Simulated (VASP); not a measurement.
# GaN (Fm-3m) in VASP: a series of runs, part 2 of 2

VASP 6.6.1.

## (4) Single point, PBEsol

This run uses another cell than the first one, of 10.12 Å³/atom, 1.130 times its volume.

INCAR

```
ALGO = Normal
EDIFF = 1E-6
ENCUT = 600
GGA = PS
GGA_COMPAT = F
ISIF = 2
ISMEAR = 0
LASPH = T
LCHARG = T
LELF = T
LREAL = F
LVHAR = T
LWAVE = F
NBANDS = 16
NELM = 120
PREC = Accurate
SIGMA = 0.01
```

KPOINTS

```
k-points
0
Gamma
  8 8 8
```

POSCAR

```
GaN
1.0
    0.0000000000      2.1633334196      2.1633334196
    2.1633334196      0.0000000000      2.1633334196
    2.1633334196      2.1633334196      0.0000000000
Ga N
1 1
Direct
    0.0000000000      0.0000000000      0.0000000000
    0.5000000000      0.5000000000      0.5000000000
```

Potentials or basis: VASP PAW PBE potentials, release 64 (Ga_d, N).

Started as:

```
$ cat potpaw_PBE.64/Ga_d/POTCAR potpaw_PBE.64/N/POTCAR > POTCAR
$ mpirun -np 1 vasp_std > vasp.out
```

OUTCAR:

```text
EDIFF = 1E-6
   ENCUT = 600
   GGA = PS
   ISIF = 2
   ISMEAR = 0
   LASPH = T
   LREAL = F
   NELM = 120
   PREC = Accurate

 ion  position               nearest neighbor table
   1  0.000  0.000  0.000-   2 2.16   2 2.16   2 2.16   2 2.16   2 2.16   2 2.16
   2  0.500  0.500  0.500-   1 2.16   1 2.16   1 2.16   1 2.16   1 2.16   1 2.16

  LATTYP: Found a face centered cubic cell.
 ALAT       =     4.3266668392

  Lattice vectors:

 A1 = (   0.0000000000,   2.1633334196,   2.1633334196)
 A2 = (   2.1633334196,   0.0000000000,   2.1633334196)
 A3 = (   2.1633334196,   2.1633334196,   0.0000000000)

Analysis of symmetry for initial positions (statically):
=====================================================================
 Subroutine PRICEL returns:
 Original cell was already a primitive cell.

 Routine SETGRP: Setting up the symmetry group for a
 face centered cubic supercell.

 Subroutine GETGRP returns: Found 48 space group operations
 (whereof 48 operations were pure point group operations)
 out of a pool of 48 trial point group operations.

The static configuration has the point symmetry O_h .

Analysis of symmetry for dynamics (positions and initial velocities):
=====================================================================
 Subroutine PRICEL returns:
 Original cell was already a primitive cell.

 Routine SETGRP: Setting up the symmetry group for a
 face centered cubic supercell.

 Subroutine GETGRP returns: Found 48 space group operations
 (whereof 48 operations were pure point group operations)
 out of a pool of 48 trial point group operations.

The dynamic configuration has the point symmetry O_h .

 Subroutine INISYM returns: Found 48 space group operations
 (whereof 48 operations are pure point group operations),
 and found     1 'primitive' translations

----------------------------------------------------------------------------------------

                                     Primitive cell

  volume of cell :      20.2489

  direct lattice vectors                    reciprocal lattice vectors
     0.000000000  2.163333420  2.163333420    -0.231124798  0.231124798  0.231124798
     2.163333420  0.000000000  2.163333420     0.231124798 -0.231124798  0.231124798
     2.163333420  2.163333420  0.000000000     0.231124798  0.231124798 -0.231124798

  length of vectors
     3.059415462  3.059415462  3.059415462     0.400319893  0.400319893  0.400319893

  position of ions in fractional coordinates (direct lattice)
     0.000000000  0.000000000  0.000000000
     0.500000000  0.500000000  0.500000000

  ion indices of the primitive-cell ions
   primitive index   ion index
                 1           1
                 2           2

----------------------------------------------------------------------------------------

 KPOINTS: k-points

Automatic generation of k-mesh.
 Grid dimensions read from file:
 generate k-points for:    8    8    8

 Generating k-lattice:

  Cartesian coordinates                     Fractional coordinates (reciprocal lattice)
    -0.028890600  0.028890600  0.028890600     0.125000000  0.000000000  0.000000000
     0.028890600 -0.028890600  0.028890600     0.000000000  0.125000000  0.000000000
     0.028890600  0.028890600 -0.028890600     0.000000000  0.000000000  0.125000000

  Length of vectors
     0.050039987  0.050039987  0.050039987

  Shift w.r.t. Gamma in fractional coordinates (k-lattice)
     0.000000000  0.000000000  0.000000000

 Subroutine IBZKPT returns following result:
 ===========================================

 Found     29 irreducible k-points:

 Following reciprocal coordinates:
            Coordinates               Weight
  0.000000  0.000000  0.000000      1.000000
  0.125000  0.000000  0.000000      8.000000
  0.250000  0.000000  0.000000      8.000000
  0.375000  0.000000  0.000000      8.000000
  0.500000  0.000000  0.000000      4.000000
  0.125000  0.125000  0.000000      6.000000
[... 16 lines left out ...]
  0.500000  0.250000  0.125000     48.000000
 -0.375000  0.250000  0.125000     24.000000
 [... further k-points ...]
   k-points           NKPTS =     29   k-points in BZ     NKDIM =     29   number of bands    NBANDS=     16
   number of dos      NEDOS =    301   number of ions     NIONS =      2
   total plane-waves  NPLWV =  13824
   dimension x,y,z NGX =    24 NGY =   24 NGZ =   24
   dimension x,y,z NGXF=    48 NGYF=   48 NGZF=   48
   ions per type =               1   1
   NGX,Y,Z   is equivalent  to a cutoff of  13.04, 13.04, 13.04 a.u.
   NGXF,Y,Z  is equivalent  to a cutoff of  26.08, 26.08, 26.08 a.u.
 SYSTEM =  unknown system
   PREC   = accura    normal or accurate (medium, high low for compatibility)
   ISTART =      0    job   : 0-new  1-cont  2-samecut
   ICHARG =      2    charge: 1-file 2-atom 10-const
   ISPIN  =      1    spin polarized calculation?
   LNONCOLLINEAR =      F non collinear calculations
   LSORBIT =      F    spin-orbit coupling
   LASPH  =      T    aspherical Exc in radial PAW
   ENCUT  =  600.0 eV  44.10 Ry    6.64 a.u.   6.11  6.11  6.11*2*pi/ulx,y,z
   NELM   =    120;   NELMIN=  2; NELMDL= -5     # of ELM steps
   EDIFF  = 0.1E-05   stopping-criterion for ELM
   LREAL  =      F    real-space projection
   EDIFFG = 0.1E-04   stopping-criterion for IOM
   NSW    =      0    number of steps for IOM
   IBRION =     -1    ionic relax: 0-MD 1-quasi-New 2-CG
   NFREE  =      0    steps in history (QN), initial steepest desc. (CG)
   ISIF   =      2    stress and relaxation
   ISYM   =      2    0-nonsym 1-usesym 2-fastsym
   POTIM  = 0.5000    time-step for ionic-motion
   TEBEG  =    0.0;   TEEND  =   0.0 temperature during run
   PSTRESS=    0.0 pullay stress
   NELECT =      18.0000    total number of electrons
   NUPDOWN=      -1.0000    fix difference up-down
   EMIN   =  10.00;   EMAX   =-10.00  energy-range for DOS
   EFERMI =   0.00;   METHOD = LEGACY
   ISMEAR =     0;   SIGMA  =   0.01  broadening in eV -4-tet -1-fermi 0-gaus
   EFERMI_NEDOS =   21; number of points for ismear=-14 and -15
   IALGO  =     38    algorithm
   IMIX   =      4    mixing-type and parameters
     AMIX     =   0.40;   BMIX     =  1.00
     AMIX_MAG =   1.60;   BMIX_MAG =  1.00
  volume/ion in A,a.u.               =      10.12        68.32
  Fermi-wavevector in a.u.,A,eV,Ry     =   1.574100  2.974617 33.712373  2.477790
  Thomas-Fermi vector in A             =   2.675285
   LORBIT       =      0    0 simple, 1 ext, 2 COOP (PROOUT), +10 PAW based schemes
   GGA     = PS    functional components
   LHFCALC =     F    Hartree Fock is set to
   AEXX    =    0.0000 exact exchange contribution
   IVDW    =     0    specifies the selected vdW correction
   LEPSILON=     F    determine dielectric tensor
   LRPA    =     F    only Hartree local field effects (RPA)
 non-spin polarized calculation
 Gauss-broadening in eV      SIGMA  =   0.01
  energy-cutoff  :      600.00
  volume of cell :       20.25
 maximum number of plane-waves:       692
   NGX = 13   NGY = 13   NGZ = 13

 number of electron      17.9999989 magnetization

 Free energy of the ion-electron system (eV)
  ---------------------------------------------------
  ext. energy  EPLUGINS =         0.00000000
  ---------------------------------------------------
  free energy    TOTEN  =       -12.19266437 eV

  energy without entropy =      -12.19266437  energy(sigma->0) =      -12.19266437

 E-fermi :   6.9582     XC(G=0): -12.8819

 val. band max:        6.9057116203   @ k =  -0.2500   0.1250   0.0000
 cond. band min:       7.0125026223   @ k =   0.5000   0.5000   0.0000
 fundamental gap:      0.1067910020
 Fermi energy:         6.9582115690

 k-point     1 :       0.0000    0.0000    0.0000
  band No.  band energies     occupation
      1      -9.7124      2.00000
      2      -7.0421      2.00000
      3      -7.0421      2.00000
      4      -7.0421      2.00000
      5      -6.9618      2.00000
      6      -6.9618      2.00000
[... 8 lines left out ...]
     15      21.6615      0.00000
     16      21.6615      0.00000

 k-point     2 :       0.1250    0.0000    0.0000
  band No.  band energies     occupation
      1      -9.4290      2.00000
      2      -7.0506      2.00000
      3      -7.0326      2.00000
      4      -7.0326      2.00000
      5      -6.9737      2.00000
      6      -6.9737      2.00000
[... 8 lines left out ...]
     15      22.3548      0.00000
     16      22.3548      0.00000
[... 387 lines left out ...]
      5      -6.8731      2.00000
      6      -5.9453      2.00000
[... 8 lines left out ...]
     15      27.0774      0.00000
     16      28.6420      0.00000

 k-point    24 :      -0.3750    0.2500    0.1250
  band No.  band energies     occupation
      1      -7.8883      2.00000
      2      -7.1229      2.00000
      3      -7.0565      2.00000
      4      -6.9907      2.00000
      5      -6.8479      2.00000
      6      -5.4242      2.00000
[... 8 lines left out ...]
     15      24.9988      0.00000
     16      29.5386      0.00000

 [... further k-points ...]
[... 5 lines left out ...]
  --------------------------------------------------------------------------------------
  -------------------------------------------------------------------------------------
  Total       -1.8340082     -1.8340082     -1.8340082     -0.0000000      0.0000000     -0.0000000
  in kB     -145.1147257   -145.1147257   -145.1147257     -0.0000000      0.0000000     -0.0000000
  external PRESSURE =    -145.1147257 kB  Pullay stress =       0.0000000 kB

 VOLUME and BASIS-vectors are now :
 -----------------------------------------------------------------------------
  energy-cutoff  :      600.00
  volume of cell :       20.25
      direct lattice vectors                 reciprocal lattice vectors
     0.000000000  2.163333420  2.163333420    -0.231124798  0.231124798  0.231124798
     2.163333420  0.000000000  2.163333420     0.231124798 -0.231124798  0.231124798
     2.163333420  2.163333420  0.000000000     0.231124798  0.231124798 -0.231124798

 POSITION                                       TOTAL-FORCE (eV/Angst)
 -----------------------------------------------------------------------------------
      0.00000      0.00000      0.00000        -0.000000      0.000000      0.000000
      2.16333      2.16333      2.16333         0.000000     -0.000000     -0.000000
 -----------------------------------------------------------------------------------
    total drift:                                0.000000     -0.000000     -0.000000

  FREE ENERGIE OF THE ION-ELECTRON SYSTEM (eV)
  ---------------------------------------------------
  free  energy   TOTEN  =       -12.1926643685 eV

  energy  without entropy=      -12.1926643685  energy(sigma->0) =      -12.19266437
```

stdout:

```text
POSCAR found type information on POSCAR GaN
 POSCAR found :  2 types and       2 ions
 scaLAPACK will be used
 -----------------------------------------------------------------------------
|                                                                             |
|                                                                             |
|     You enforced a specific xc type in the INCAR file but a different       |
|     I HOPE YOU KNOW WHAT YOU ARE DOING!                                     |
|                                                                             |
 -----------------------------------------------------------------------------

 LDA part: xc-table for (Slater+PW92), standard interpolation
 POSCAR, INCAR and KPOINTS ok, starting setup
 FFT: planning ... GRIDC
 FFT: planning ... GRID_SOFT
 FFT: planning ... GRID
 WAVECAR not read
 entering main loop
```

Wall time 18 s (1 thread of Intel Xeon 8259CL, shared host); peak memory 0.14 GiB.

Results:

```
Free energy            : -12.1927 eV
Pressure               : -14.5 GPa
Band gap on the k mesh : 0.11 eV, indirect (least direct gap 1.91 eV)
```

Levels at points of the mesh, in eV from the valence-band top:
```csv
k point,band 7,band 8,band 9,band 10,band 11,band 12
"(0.00, 0.00, 0.00)",-0.43,-0.43,-0.43,1.48,14.22,14.22
"(0.50, 0.00, 0.00)",-7.94,-0.15,-0.15,4.32,8.50,8.60
"(0.50, 0.50, 0.00)",-6.66,-2.81,-2.81,0.11,7.62,11.18
```

Caveat: the PAW data sets were made with another functional, which shifts forces and pressure a little. A k mesh can miss the band edges.

## (5) Overview

| cell | gap on the mesh (eV) | pressure (GPa) |
| --- | --- | --- |
| a = 2.937 Å, angles 60.0°, 2 atoms | 0.86 | 12.5 |
| a = 2.979 Å, angles 60.0°, 2 atoms | 0.59 | 1.3 |
| a = 3.059 Å, angles 60.0°, 2 atoms | 0.11 | -14.5 |

Alike in all rows: task single point; level PBEsol; potentials or basis VASP PAW PBE potentials, release 64 (Ga_d, N); no spin polarisation; k mesh 8 × 8 × 8; cutoff (eV) 600; smearing gaussian 0.01 eV.

Caveats: the PAW data sets were made with another functional, which shifts forces and pressure a little.

Total energies depend on the potentials used, so only differences within one code and one set of settings carry meaning.
